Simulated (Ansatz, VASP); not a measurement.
# Zn: VASP beside Ansatz

The input INCAR:

```
ALGO     = Normal         # electronic algorithm
EDIFF    = 1E-6           # SCF threshold, eV
ENCUT    = 520            # plane-wave cutoff, eV
ISIF     = 2              # what is computed and relaxed
ISMEAR   = -1             # smearing method
LASPH    = True           # aspherical terms in the spheres
LCHARG   = True           # write CHGCAR
LELF     = True           # ELF
LREAL    = False          # projectors in reciprocal space
LVHAR    = True         
LWAVE    = False          # write WAVECAR
NBANDS   = 12             # bands
NELM     = 60             # most SCF steps
PREC     = Accurate       # precision mode
SIGMA    = 0.05           # smearing width, eV
```

Contents of KPOINTS:

```
k-points
0
Gamma
  12 12 12
```

File POSCAR:

```
Zn
1.0
    0.0000000000      2.0033108028      2.0033108028
    2.0033108028      0.0000000000      2.0033108028
    2.0033108028      2.0033108028      0.0000000000
Zn
1
Direct
    0.0000000000      0.0000000000      0.0000000000
```

File input.yaml:

```yaml
crystal:
  lattice:
    - [0.0, 2.0033108028, 2.0033108028]
    - [2.0033108028, 0.0, 2.0033108028]
    - [2.0033108028, 2.0033108028, 0.0]
  atoms:
    - { symbol: Zn, position: [0.0, 0.0, 0.0] }
hamiltonian:
  xc: lda
  pseudopotentials: { kind: paw }
kpoints:
  mp_grid: { grid: [12, 12, 12] }
scf:
  occupations: { method: fermi_dirac, width: 0.05 }
output:
  forces: true
  stress: true
  eigenvalues: true
  write_density: true
  write_potential: true
  elf: true
  volumetric_format: npy
```

Alike in both runs: task single point; functional LDA; k mesh 12 × 12 × 12; occupations fermi-dirac, width 0.05 eV; no spin polarisation.

|  | VASP | Ansatz |
| --- | --- | --- |
| version | VASP 6.6.1 | Ansatz 0.2.0 |
| potentials or method | VASP PAW LDA potentials, release 64 (Zn) | Ansatz PAW |
| plane-wave cutoff (eV) | 520 | 420 |
| valence electrons in the cell | 12 | 12 |

Ansatz gave:

* gap on the k mesh at the Fermi level (eV): none
* pressure (GPa): -10.9

Q: Estimate VASP's values.

A: gap on the k mesh at the Fermi level (eV): none; pressure (GPa): -10.5.

LDA's correlation is that of Perdew and Zunger in VASP and of Perdew and Wang (1992) in Ansatz. A gap of «none» marks a metal or a gap that the smearing closes.
